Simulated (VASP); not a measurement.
# KNaICl: single point with LDA

Crystal: KNaICl.

```
K Na I Cl
1.0
     4.00376    0.00000    0.00000
     0.00000    4.63714    0.00000
     0.00000    0.00000    6.49942
K Na I Cl
1 1 1 1
Direct
  0.50000 0.50000 0.50000
  0.00000 0.00000 0.00000
  0.50000 0.50000 0.00000
  0.00000 0.00000 0.50000
```

This cell differs from its parent crystal: strain +e along x and -e along y -0.0733, strain +e along z and -e/2 along x and y +0.0000.

| Property | Result |
| --- | --- |
| Program | VASP 6.6.1 |
| Task | single point |
| Functional | LDA |
| Potentials or basis | VASP PAW LDA potentials, release 64 (K_sv, Na_pv, I, Cl) |
| Cutoff | 520 eV |
| k mesh | 6 × 6 × 4 |
| Occupations | gaussian, width 0.05 eV |
| Spin | no spin polarisation |

```yaml
Pressure: 0.1 GPa
Band_gap_on_the_k_mesh: 3.41 eV, indirect (least direct gap 3.42 eV)
```

Stress tensor (GPa, compression positive):
```
 1.56  0.00  0.00
 0.00 -1.13  0.00
 0.00  0.00 -0.09
```

Levels at points of the mesh, in eV from the valence-band top:
```tsv
k point	band 13	band 14	band 15	band 16	band 17	band 18
(0.00, 0.00, 0.00)	-0.81	-0.61	-0.02	3.41	4.96	6.04
(0.50, 0.00, 0.00)	-1.47	-0.84	-0.80	5.55	5.58	6.84
(0.00, 0.50, 0.00)	-1.10	-0.99	0.00	5.82	5.93	6.65
(0.50, 0.50, 0.00)	-1.25	-1.21	-0.66	4.23	4.82	5.14
(0.00, 0.00, 0.50)	-1.12	-0.78	-0.09	4.43	5.53	6.02
(0.50, 0.00, 0.50)	-1.12	-1.00	-0.82	5.04	5.17	7.02
(0.00, 0.50, 0.50)	-1.07	-0.99	-0.02	4.89	5.82	7.50
(0.50, 0.50, 0.50)	-1.42	-1.36	-1.11	4.96	6.40	6.80
```

Wall time 56 s on 1 thread of AMD EPYC 9R45 96-Core Processor (Zen 5) (shared host), peak memory 0.25 GiB.

Caveat: the cell differs from its parent crystal (strain +e along x and -e along y -0.0733, strain +e along z and -e/2 along x and y +0.0000); spin-orbit coupling is left out, which moves the levels of the heavy elements. A k mesh can miss the band edges.
